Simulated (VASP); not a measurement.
# F (I4_1/amd) in VASP: further runs

F is run at these levels: PBE; tasks: single point.

All numbers are computed with VASP 6.6.1; they aren't measurements. Logs are shortened: lines on timing, memory, paths and dates and some standing lists are left out, and cuts for length are marked.

## 1. The cell of the first run

It takes space group I4_1/amd (No. 141, tetragonal). Conventional cell: a = 3.927 Å, b = 3.927 Å, c = 2.927 Å, α = 90.00°, β = 90.00°, γ = 90.00°. Within 2.8 Å of F (site symmetry -4m2) lie 4 F at 2.10 Å.

## 2. Single point, PBE

Input file INCAR:

```
PREC     = Accurate       # precision mode
ENCUT    = 520            # plane-wave cutoff, eV
EDIFF    = 1E-6           # SCF threshold, eV
ISMEAR   = -1             # smearing method
SIGMA    = 0.05           # smearing width, eV
LREAL    = F              # projectors in reciprocal space
LASPH    = T              # aspherical terms in the spheres
NELM     = 100            # most SCF steps
ALGO     = Normal         # electronic algorithm
ISIF     = 2              # what is computed and relaxed
LWAVE    = F              # write WAVECAR
LCHARG   = F              # write CHGCAR
GGA      = PE             # functional
NBANDS   = 14             # bands
```

Input file KPOINTS:

```
Automatic mesh
0
Gamma
  17 17 17
```

Input file POSCAR:

```
F
1.0
   -1.9637058772      1.9637058772      1.4635923466
    1.9637058772     -1.9637058772      1.4635923466
    1.9637058772      1.9637058772     -1.4635923466
F
2
Direct
   -0.3750000000     -0.1250000000     -0.2500000000
    0.3750000000      0.1250000000      0.2500000000
```

Potentials or basis: VASP PAW PBE potentials, release 64 (F).

Launch:

```sh
$ cat potpaw_PBE.64/F/POTCAR > POTCAR
$ mpirun -np 1 vasp_std > vasp.out
```

OUTCAR:

```text
PREC = Accurate
   ENCUT = 520
   EDIFF = 1E-6
   ISMEAR = -1
   LREAL = F
   LASPH = T
   NELM = 100
   ISIF = 2
   GGA = PE

 ion  position               nearest neighbor table
   1  0.625  0.875  0.750-
   2  0.375  0.125  0.250-

  LATTYP: Found a body centered tetragonal cell.
 ALAT       =     3.9274117544
 C/A-ratio  =     0.7453215696

  Lattice vectors:

 A1 = (  -1.9637058772,   1.9637058772,   1.4635923466)
 A2 = (   1.9637058772,  -1.9637058772,   1.4635923466)
 A3 = (   1.9637058772,   1.9637058772,  -1.4635923466)

Analysis of symmetry for initial positions (statically):
=====================================================================
 Subroutine PRICEL returns:
 Original cell was already a primitive cell.

 Routine SETGRP: Setting up the symmetry group for a
 body centered tetragonal supercell.

 Subroutine GETGRP returns: Found 16 space group operations
 (whereof  4 operations were pure point group operations)
 out of a pool of 16 trial point group operations.

The static configuration has the point symmetry C_2h.
 The point group associated with its full space group is D_4h.

Analysis of symmetry for dynamics (positions and initial velocities):
=====================================================================
 Subroutine PRICEL returns:
 Original cell was already a primitive cell.

 Routine SETGRP: Setting up the symmetry group for a
 body centered tetragonal supercell.

 Subroutine GETGRP returns: Found 16 space group operations
 (whereof  4 operations were pure point group operations)
 out of a pool of 16 trial point group operations.

The dynamic configuration has the point symmetry C_2h.
 The point group associated with its full space group is D_4h.

 Subroutine INISYM returns: Found 16 space group operations
 (whereof  4 operations are pure point group operations),
 and found     1 'primitive' translations

----------------------------------------------------------------------------------------

                                     Primitive cell

  volume of cell :      22.5753

  direct lattice vectors                    reciprocal lattice vectors
    -1.963705877  1.963705877  1.463592347     0.000000000  0.254620616  0.341625181
     1.963705877 -1.963705877  1.463592347     0.254620616  0.000000000  0.341625181
     1.963705877  1.963705877 -1.463592347     0.254620616  0.254620616  0.000000000

  length of vectors
[... 83 lines left out ...]
   LREAL  =      F    real-space projection
   EDIFFG = 0.1E-04   stopping-criterion for IOM
   NSW    =      0    number of steps for IOM
   IBRION =     -1    ionic relax: 0-MD 1-quasi-New 2-CG
   NFREE  =      0    steps in history (QN), initial steepest desc. (CG)
   ISIF   =      2    stress and relaxation
   ISYM   =      2    0-nonsym 1-usesym 2-fastsym
   POTIM  = 0.5000    time-step for ionic-motion
   TEBEG  =    0.0;   TEEND  =   0.0 temperature during run
   PSTRESS=    0.0 pullay stress
   NELECT =      14.0000    total number of electrons
   NUPDOWN=      -1.0000    fix difference up-down
   EMIN   =  10.00;   EMAX   =-10.00  energy-range for DOS
   EFERMI =   0.00;   METHOD = LEGACY
   ISMEAR =    -1;   SIGMA  =   0.05  broadening in eV -4-tet -1-fermi 0-gaus
   EFERMI_NEDOS =   21; number of points for ismear=-14 and -15
   IALGO  =     38    algorithm
   IMIX   =      4    mixing-type and parameters
     AMIX     =   0.40;   BMIX     =  1.00
     AMIX_MAG =   1.60;   BMIX_MAG =  1.00
  volume/ion in A,a.u.               =      11.29        76.17
  Fermi-wavevector in a.u.,A,eV,Ry     =   1.396068  2.638186 26.517827  1.949005
  Thomas-Fermi vector in A             =   2.519458
   LORBIT       =      0    0 simple, 1 ext, 2 COOP (PROOUT), +10 PAW based schemes
   GGA     = PE    functional components
   LHFCALC =     F    Hartree Fock is set to
   AEXX    =    0.0000 exact exchange contribution
   IVDW    =     0    specifies the selected vdW correction
   LEPSILON=     F    determine dielectric tensor
   LRPA    =     F    only Hartree local field effects (RPA)
 non-spin polarized calculation
  energy-cutoff  :      520.00
  volume of cell :       22.58
 maximum number of plane-waves:       626
   NGX = 11   NGY = 11   NGZ = 11

 number of electron      13.9999995 magnetization

 Free energy of the ion-electron system (eV)
  ---------------------------------------------------
  ext. energy  EPLUGINS =         0.00000000
  ---------------------------------------------------
  free energy    TOTEN  =        -2.09084968 eV

  energy without entropy =       -2.04965626  energy(sigma->0) =       -2.07025297

 E-fermi :  -3.6106     XC(G=0):  -9.5356

 val. band max:       -3.6108453958   @ k =  -0.1176  -0.1176   0.0588
 cond. band min:      -3.6066684801   @ k =  -0.4118   0.4706   0.1176
 fundamental gap:      0.0041769157
 Fermi energy:        -3.6106322982

 k-point     1 :       0.0000    0.0000    0.0000
  band No.  band energies     occupation
      1     -25.9410      2.00000
      2     -22.8405      2.00000
      3      -6.8359      2.00000
      4      -6.8359      2.00000
      5      -4.7719      2.00000
      6      -4.6321      2.00000
      7      -3.6031      0.92516
      8      -3.6031      0.92509
      9       8.0388      0.00000
     10      16.2305      0.00000
     11      21.1797      0.00000
     12      22.8095      0.00000
     13      22.8095      0.00000
     14      25.9325      0.00000
[... 377 lines left out ...]
      1     -25.8665      2.00000
      2     -22.9154      2.00000
      3      -6.8664      2.00000
      4      -6.7519      2.00000
      5      -4.8915      2.00000
      6      -4.6577      2.00000
      7      -3.7210      1.80186
      8      -3.5785      0.68900
      9       8.3580      0.00000
     10      16.2142      0.00000
     11      20.0506      0.00000
     12      22.4650      0.00000
     13      23.7960      0.00000
     14      25.8235      0.00000

 [... further k-points ...]
[... 5 lines left out ...]
  --------------------------------------------------------------------------------------
  -------------------------------------------------------------------------------------
  Total       -0.1038920     -0.1038920     -0.0938635     -0.0000000     -0.0000000      0.0000000
  in kB       -7.3732612     -7.3732612     -6.6615326     -0.0000000     -0.0000000      0.0000000
  external PRESSURE =      -7.1360183 kB  Pullay stress =       0.0000000 kB

 VOLUME and BASIS-vectors are now :
 -----------------------------------------------------------------------------
  energy-cutoff  :      520.00
  volume of cell :       22.58
      direct lattice vectors                 reciprocal lattice vectors
    -1.963705877  1.963705877  1.463592347     0.000000000  0.254620616  0.341625181
     1.963705877 -1.963705877  1.463592347     0.254620616  0.000000000  0.341625181
     1.963705877  1.963705877 -1.463592347     0.254620616  0.254620616  0.000000000

 POSITION                                       TOTAL-FORCE (eV/Angst)
 -----------------------------------------------------------------------------------
      1.96371      0.98185      1.09769        -0.000000      0.000000     -0.000000
     -0.00000      0.98185      0.36590         0.000000     -0.000000      0.000000
 -----------------------------------------------------------------------------------
    total drift:                               -0.000000      0.000000      0.000000

  FREE ENERGIE OF THE ION-ELECTRON SYSTEM (eV)
  ---------------------------------------------------
  free  energy   TOTEN  =        -2.0908496757 eV

  energy  without entropy=       -2.0496562633  energy(sigma->0) =       -2.07025297
```

OSZICAR:

```text
N       E                     dE             d eps       ncg     rms          rms(c)
DAV:   1     0.584164854891E+02    0.58416E+02   -0.85903E+03 11762   0.971E+02
DAV:   2    -0.674330003149E+00   -0.59091E+02   -0.57161E+02 14222   0.225E+02
DAV:   3    -0.216413114230E+01   -0.14898E+01   -0.14805E+01 13806   0.318E+01
DAV:   4    -0.216893262620E+01   -0.48015E-02   -0.48014E-02 13956   0.207E+00
DAV:   5    -0.216895117680E+01   -0.18551E-04   -0.18551E-04 14100   0.112E-01    0.289E+00
DAV:   6    -0.210417167466E+01    0.64780E-01   -0.36004E-02 13770   0.135E+00    0.141E+00
DAV:   7    -0.209046861552E+01    0.13703E-01   -0.41067E-02 13932   0.134E+00    0.106E-01
DAV:   8    -0.209086950213E+01   -0.40089E-03   -0.12551E-03 12606   0.236E-01    0.102E-01
DAV:   9    -0.209084709408E+01    0.22408E-04   -0.19447E-04 13890   0.917E-02    0.716E-03
DAV:  10    -0.209084999649E+01   -0.29024E-05   -0.35996E-06 13724   0.190E-02    0.249E-03
DAV:  11    -0.209084967575E+01    0.32074E-06   -0.20056E-07 10032   0.423E-03
   1 F= -.20908497E+01 E0= -.20702530E+01  d E =-.411934E-01
```

Wall time 1.9 min (1 thread of Oxide Virtual Turin-like, shared host); peak memory 0.17 GiB.

What came out:

* Free energy: -2.0908 eV
* Pressure: -0.7 GPa
* Band gap on the k mesh: zero (band 7 reaches -2.97 eV, above the bottom of band 8 at -3.88 eV)

## 3. Single point, PBE

Input file INCAR:

```
SYSTEM = F
ALGO     = Normal         ! electronic algorithm
EDIFF    = 1E-7           ! SCF threshold, eV
ENCUT    = 520            ! plane-wave cutoff, eV
GGA      = PE             ! functional
ISIF     = 2              ! what is computed and relaxed
ISMEAR   = -1             ! smearing method
LASPH    = .True.         ! aspherical terms in the spheres
LCHARG   = .False.        ! write CHGCAR
LREAL    = .False.        ! projectors in reciprocal space
LWAVE    = .False.        ! write WAVECAR
NBANDS   = 14             ! bands
NELM     = 100            ! most SCF steps
PREC     = Accurate       ! precision mode
SIGMA    = 0.05           ! smearing width, eV
```

Input file KPOINTS:

```
k-points
0
Gamma
  17 17 17
  0 0 0
```

POSCAR is that of step 2.

Potentials or basis: VASP PAW PBE potentials, release 64 (F).

Launch:

```sh
$ cat potpaw_PBE.64/F/POTCAR > POTCAR
$ mpirun -np 1 vasp_std > vasp.out
```

Run time: 1.8 min. Hardware: 1 thread of Oxide Virtual Turin-like, shared host; peak memory 0.17 GiB.

The run converged. Its results:

| Property | Result |
| --- | --- |
| Free energy | -2.0908 eV |
| Pressure | -0.7 GPa |
| Band gap on the k mesh | zero (band 7 reaches -2.97 eV, above the bottom of band 8 at -3.88 eV) |

Levels at points of the mesh, in eV from the Fermi level:
```csv
k point,band 5,band 6,band 7,band 8,band 9,band 10
"(0.00, 0.00, 0.00)",-1.16,-1.02,0.01,0.01,11.65,19.84
```
